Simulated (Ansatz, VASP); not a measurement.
Given: the input of a run of VASP 6.6.1 on Be.

Contents of POSCAR:

```
Be
1.0
   -1.2531209500      1.2531209500      1.2531209500
    1.2531209500     -1.2531209500      1.2531209500
    1.2531209500      1.2531209500     -1.2531209500
Be
1
Direct
    0.0000000000      0.0000000000      0.0000000000
```

Contents of INCAR.step1:

```
ALGO     = Normal         # electronic algorithm
EDIFF    = 1E-5           # SCF threshold, eV
ENCUT    = 520            # plane-wave cutoff, eV
GGA      = PE             # functional
GGA_COMPAT= False        
ISIF     = 2              # what is computed and relaxed
ISMEAR   = 0              # smearing method
LASPH    = True           # aspherical terms in the spheres
LCHARG   = False          # write CHGCAR
LREAL    = False          # projectors in reciprocal space
LWAVE    = True           # write WAVECAR
NBANDS   = 7              # bands
NELM     = 120            # most SCF steps
PREC     = Accurate       # precision mode
SIGMA    = 0.02           # smearing width, eV
```

The input INCAR.step2:

```
AEXX     = 0.2            # exact-exchange fraction
AGGAC    = 0.81         
AGGAX    = 0.72         
ALDAC    = 0.19         
ALGO     = Normal         # electronic algorithm
EDIFF    = 1E-6           # SCF threshold, eV
ENCUT    = 520            # plane-wave cutoff, eV
GGA      = B3             # functional
GGA_COMPAT= False        
ISIF     = 2              # what is computed and relaxed
ISMEAR   = 0              # smearing method
ISTART   = 1            
IVDW     = 13             # dispersion correction
LASPH    = True           # aspherical terms in the spheres
LCHARG   = False          # write CHGCAR
LHFCALC  = True           # exact exchange
LREAL    = False          # projectors in reciprocal space
LWAVE    = False          # write WAVECAR
NBANDS   = 7              # bands
NELM     = 120            # most SCF steps
PREC     = Accurate       # precision mode
PRECFOCK = Normal       
SIGMA    = 0.02           # smearing width, eV
```

File KPOINTS:

```
k-points
0
Gamma
  11 11 11
```

Potentials or basis: VASP PAW PBE potentials, release 64 (Be).

Run with:

```bash
$ cat potpaw_PBE.64/Be/POTCAR > POTCAR
$ cp INCAR.step1 INCAR
$ mpirun -np 1 vasp_std > vasp.out
$ cp INCAR.step2 INCAR
$ mpirun -np 1 vasp_std > vasp.out
```

Set up the same calculation for Ansatz 0.2.0. Potentials there: Ansatz PAW earlier set.

As run (the cutoff follows the program's own potentials):

File input.yaml:

```yaml
crystal:
  lattice: { a: 2.5062419, b: 2.5062419, c: 2.5062419, alpha: 90.0, beta: 90.0, gamma: 90.0 }
  space_group: 229
  reduce_to_primitive: true
  atoms:
    - { symbol: Be, wyckoff: "2a", position: [0.0, 0.0, 0.0] }
hamiltonian:
  xc: b3lyp
  pseudopotentials: { kind: paw, level: accurate }
  dispersion: d4
kpoints:
  mp_grid: { grid: [11, 11, 11] }
scf:
  occupations: { method: gaussian, width: 0.02 }
output:
  forces: true
  stress: true
  eigenvalues: true
```

Potentials or basis: Ansatz PAW earlier set.

The run is started by

```bash
$ ansatz run input.yaml --threads 1 --pin off --max-ram 2560MiB --backend cpu --events-out ev --progress --plain --runs-dir out
```

Both were run:

|  | VASP | Ansatz | Ansatz less VASP |
| --- | --- | --- | --- |
| gap on the k mesh at the Fermi level (eV) | none | none | - |
| pressure (GPa) | -5.8 | -5.8 | -0.03 |

VASP's potentials were made for PBE, not for B3LYP. A gap of «none» marks a metal or a gap that the smearing closes. VASP's potentials hold 2 valence electrons a cell and Ansatz's 4, so a difference there can come from the potentials and not from the codes.

Noted on Ansatz's run: the potentials were made for another functional, which shifts forces and pressure.
